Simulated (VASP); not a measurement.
# Rh (Fm-3m) in VASP: a series of runs, part 2 of 2

VASP 6.6.1. The steps go on from the part before.

### Step 5. Single point, PBE

The input, INCAR:

```
SYSTEM = Rh
  PREC = Accurate
  ENCUT = 520
  EDIFF = 1E-6
  ISMEAR = 1
  SIGMA = 0.2
  LREAL = .False.
  LASPH = .True.
  NELM = 80
  ALGO = Normal
  ISIF = 2
  LWAVE = .False.
  LCHARG = .False.
  GGA = PE
  NBANDS = 14
```

The input, KPOINTS:

```
Automatic mesh
0
Gamma
  14 14 14
  0 0 0
```

The input, POSCAR:

```
Rh
1.0
    0.0000000000      1.9160595532      1.9160595532
    1.9160595532      0.0000000000      1.9160595532
    1.9160595532      1.9160595532      0.0000000000
Rh
1
Direct
    0.0000000000      0.0000000000      0.0000000000
```

Potentials or basis: VASP PAW PBE potentials, release 64 (Rh_pv).

Launch:

```console
$ cat potpaw_PBE.64/Rh_pv/POTCAR > POTCAR
$ mpirun -np 1 vasp_std > vasp.out
```

OUTCAR:

```text
SYSTEM = Rh
   PREC = Accurate
   ENCUT = 520
   EDIFF = 1E-6
   ISMEAR = 1
   LREAL = .False.
   LASPH = .True.
   NELM = 80
   ISIF = 2
   GGA = PE

 ion  position               nearest neighbor table
   1  0.000  0.000  0.000-

  LATTYP: Found a face centered cubic cell.
 ALAT       =     3.8321191064

  Lattice vectors:

 A1 = (   0.0000000000,   1.9160595532,   1.9160595532)
 A2 = (   1.9160595532,   0.0000000000,   1.9160595532)
 A3 = (   1.9160595532,   1.9160595532,   0.0000000000)

Analysis of symmetry for initial positions (statically):
=====================================================================
 Subroutine PRICEL returns:
 Original cell was already a primitive cell.

 Routine SETGRP: Setting up the symmetry group for a
 face centered cubic supercell.

 Subroutine GETGRP returns: Found 48 space group operations
 (whereof 48 operations were pure point group operations)
 out of a pool of 48 trial point group operations.

The static configuration has the point symmetry O_h .

Analysis of symmetry for dynamics (positions and initial velocities):
=====================================================================
 Subroutine PRICEL returns:
 Original cell was already a primitive cell.

 Routine SETGRP: Setting up the symmetry group for a
 face centered cubic supercell.

 Subroutine GETGRP returns: Found 48 space group operations
 (whereof 48 operations were pure point group operations)
 out of a pool of 48 trial point group operations.

The dynamic configuration has the point symmetry O_h .

 Subroutine INISYM returns: Found 48 space group operations
 (whereof 48 operations are pure point group operations),
 and found     1 'primitive' translations

----------------------------------------------------------------------------------------

                                     Primitive cell

  volume of cell :      14.0688

  direct lattice vectors                    reciprocal lattice vectors
     0.000000000  1.916059553  1.916059553    -0.260952223  0.260952223  0.260952223
     1.916059553  0.000000000  1.916059553     0.260952223 -0.260952223  0.260952223
     1.916059553  1.916059553  0.000000000     0.260952223  0.260952223 -0.260952223

  length of vectors
     2.709717406  2.709717406  2.709717406     0.451982509  0.451982509  0.451982509

  position of ions in fractional coordinates (direct lattice)
     0.000000000  0.000000000  0.000000000

  ion indices of the primitive-cell ions
   primitive index   ion index
                 1           1

----------------------------------------------------------------------------------------

 KPOINTS: Automatic mesh

Automatic generation of k-mesh.
 Grid dimensions read from file:
 generate k-points for:   14   14   14

 Generating k-lattice:

  Cartesian coordinates                     Fractional coordinates (reciprocal lattice)
    -0.018639445  0.018639445  0.018639445     0.071428571  0.000000000  0.000000000
     0.018639445 -0.018639445  0.018639445     0.000000000  0.071428571  0.000000000
     0.018639445  0.018639445 -0.018639445     0.000000000  0.000000000  0.071428571

  Length of vectors
     0.032284465  0.032284465  0.032284465

  Shift w.r.t. Gamma in fractional coordinates (k-lattice)
     0.000000000  0.000000000  0.000000000

 Subroutine IBZKPT returns following result:
 ===========================================

 Found    104 irreducible k-points:

 Following reciprocal coordinates:
            Coordinates               Weight
  0.000000  0.000000  0.000000      1.000000
  0.071429  0.000000  0.000000      8.000000
  0.142857  0.000000  0.000000      8.000000
  0.214286  0.000000  0.000000      8.000000
  0.285714  0.000000  0.000000      8.000000
  0.357143  0.000000  0.000000      8.000000
[... 16 lines left out ...]
  0.214286  0.142857  0.000000     24.000000
  0.285714  0.142857  0.000000     24.000000
 [... further k-points ...]
   k-points           NKPTS =    104   k-points in BZ     NKDIM =    104   number of bands    NBANDS=     14
   number of dos      NEDOS =    301   number of ions     NIONS =      1
   total plane-waves  NPLWV =   8000
   dimension x,y,z NGX =    20 NGY =   20 NGZ =   20
   dimension x,y,z NGXF=    40 NGYF=   40 NGZF=   40
   ions per type =               1
   NGX,Y,Z   is equivalent  to a cutoff of  12.27, 12.27, 12.27 a.u.
   NGXF,Y,Z  is equivalent  to a cutoff of  24.54, 24.54, 24.54 a.u.
 SYSTEM =  Rh
   PREC   = accura    normal or accurate (medium, high low for compatibility)
   ISTART =      0    job   : 0-new  1-cont  2-samecut
   ICHARG =      2    charge: 1-file 2-atom 10-const
   ISPIN  =      1    spin polarized calculation?
   LNONCOLLINEAR =      F non collinear calculations
   LSORBIT =      F    spin-orbit coupling
   LASPH  =      T    aspherical Exc in radial PAW
   ENCUT  =  520.0 eV  38.22 Ry    6.18 a.u.   5.04  5.04  5.04*2*pi/ulx,y,z
   NELM   =     80;   NELMIN=  2; NELMDL= -5     # of ELM steps
   EDIFF  = 0.1E-05   stopping-criterion for ELM
   LREAL  =      F    real-space projection
   EDIFFG = 0.1E-04   stopping-criterion for IOM
   NSW    =      0    number of steps for IOM
   IBRION =     -1    ionic relax: 0-MD 1-quasi-New 2-CG
   NFREE  =      0    steps in history (QN), initial steepest desc. (CG)
   ISIF   =      2    stress and relaxation
   ISYM   =      2    0-nonsym 1-usesym 2-fastsym
   POTIM  = 0.5000    time-step for ionic-motion
   TEBEG  =    0.0;   TEEND  =   0.0 temperature during run
   PSTRESS=    0.0 pullay stress
   NELECT =      15.0000    total number of electrons
   NUPDOWN=      -1.0000    fix difference up-down
   EMIN   =  10.00;   EMAX   =-10.00  energy-range for DOS
   EFERMI =   0.00;   METHOD = LEGACY
   ISMEAR =     1;   SIGMA  =   0.20  broadening in eV -4-tet -1-fermi 0-gaus
   EFERMI_NEDOS =   21; number of points for ismear=-14 and -15
   IALGO  =     38    algorithm
   IMIX   =      4    mixing-type and parameters
     AMIX     =   0.40;   BMIX     =  1.00
     AMIX_MAG =   1.60;   BMIX_MAG =  1.00
  volume/ion in A,a.u.               =      14.07        94.94
  Fermi-wavevector in a.u.,A,eV,Ry     =   1.672449  3.160471 38.056666  2.797086
  Thomas-Fermi vector in A             =   2.757594
   LORBIT       =      0    0 simple, 1 ext, 2 COOP (PROOUT), +10 PAW based schemes
   GGA     = PE    functional components
   LHFCALC =     F    Hartree Fock is set to
   AEXX    =    0.0000 exact exchange contribution
   IVDW    =     0    specifies the selected vdW correction
   LEPSILON=     F    determine dielectric tensor
   LRPA    =     F    only Hartree local field effects (RPA)
 non-spin polarized calculation
 Methfessel and Paxton  Order N= 1 SIGMA  =   0.20
  energy-cutoff  :      520.00
  volume of cell :       14.07
 maximum number of plane-waves:       392
   NGX =  9   NGY =  9   NGZ =  9

 number of electron      15.0000003 magnetization

 Free energy of the ion-electron system (eV)
  ---------------------------------------------------
  ext. energy  EPLUGINS =         0.00000000
  ---------------------------------------------------
  free energy    TOTEN  =        -7.25864036 eV

  energy without entropy =       -7.26097172  energy(sigma->0) =       -7.25941748

 E-fermi :  11.4766     XC(G=0): -13.8818

 val. band max:       11.4543762990   @ k =  -0.2857   0.3571   0.0714
 cond. band min:      11.4865988226   @ k =   0.3571   0.0714   0.0000
 fundamental gap:      0.0322225236
 Fermi energy:        11.4765789745

 k-point     1 :       0.0000    0.0000    0.0000
  band No.  band energies     occupation
      1     -34.8424      2.00000
      2     -34.8424      2.00000
      3     -34.8424      2.00000
      4       3.6965      2.00000
      5       8.5236      2.00000
      6       8.5236      2.00000
      7       8.5236      2.00000
      8      10.5352      2.00000
      9      10.5352      2.00000
     10      27.4960      0.00000
     11      32.1091      0.00000
     12      32.8261      0.00000
     13      32.8261      0.00000
     14      32.8261      0.00000
[... 375 lines left out ...]
 k-point    24 :       0.2857    0.1429    0.0000
  band No.  band energies     occupation
      1     -35.1813      2.00000
      2     -34.9367      2.00000
      3     -34.9294      2.00000
      4       5.9227      2.00000
      5       7.5467      2.00000
      6       8.8614      2.00000
      7       9.4002      2.00000
      8      10.6130      2.00000
      9      11.2354      2.07080
     10      27.2686      0.00000
     11      29.7660      0.00000
     12      31.8669      0.00000
     13      32.1065      0.00000
     14      33.1992      0.00000

 [... further k-points ...]
[... 5 lines left out ...]
  --------------------------------------------------------------------------------------
  -------------------------------------------------------------------------------------
  Total       -0.0393948     -0.0393948     -0.0393948      0.0000000     -0.0000000      0.0000000
  in kB       -4.4863442     -4.4863442     -4.4863442      0.0000000     -0.0000000      0.0000000
  external PRESSURE =      -4.4863442 kB  Pullay stress =       0.0000000 kB

 VOLUME and BASIS-vectors are now :
 -----------------------------------------------------------------------------
  energy-cutoff  :      520.00
  volume of cell :       14.07
      direct lattice vectors                 reciprocal lattice vectors
     0.000000000  1.916059553  1.916059553    -0.260952223  0.260952223  0.260952223
     1.916059553  0.000000000  1.916059553     0.260952223 -0.260952223  0.260952223
     1.916059553  1.916059553  0.000000000     0.260952223  0.260952223 -0.260952223

 POSITION                                       TOTAL-FORCE (eV/Angst)
 -----------------------------------------------------------------------------------
      0.00000      0.00000      0.00000         0.000000      0.000000      0.000000
 -----------------------------------------------------------------------------------
    total drift:                                0.000000      0.000000      0.000000

  FREE ENERGIE OF THE ION-ELECTRON SYSTEM (eV)
  ---------------------------------------------------
  free  energy   TOTEN  =        -7.2586403588 eV

  energy  without entropy=       -7.2609717194  energy(sigma->0) =       -7.25941748
```

stdout:

```text
POSCAR found type information on POSCAR Rh
 POSCAR found :  1 types and       1 ions
 scaLAPACK will be used
 LDA part: xc-table for (Slater+PW92), standard interpolation
 POSCAR, INCAR and KPOINTS ok, starting setup
 FFT: planning ... GRIDC
 FFT: planning ... GRID_SOFT
 FFT: planning ... GRID
 WAVECAR not read
 entering main loop
```

It took 7.3 s on 1 thread of Intel Xeon 6975P-C (Granite Rapids), shared host; peak memory 0.13 GiB.

What came out:

```yaml
Free_energy: -7.2586 eV
Pressure: -0.4 GPa
```

### Step 6. The runs side by side

```tsv
smearing	gap on the mesh (eV)	pressure (GPa)
methfessel-paxton 0.3 eV	none	-0.5
methfessel-paxton 0.6 eV	none	-0.2
methfessel-paxton 1 eV	none	0.7
methfessel-paxton 0.2 eV	none	-0.4
```

Alike in all rows: task single point; level PBE; potentials or basis VASP PAW PBE potentials, release 64 (Rh_pv); no spin polarisation; cell as given; k mesh 14 × 14 × 14; cutoff (eV) 520.

Every run on the cell as given and a fine mesh finds a metal.

Total energies depend on the potentials used, so only differences within one code and one set of settings carry meaning.
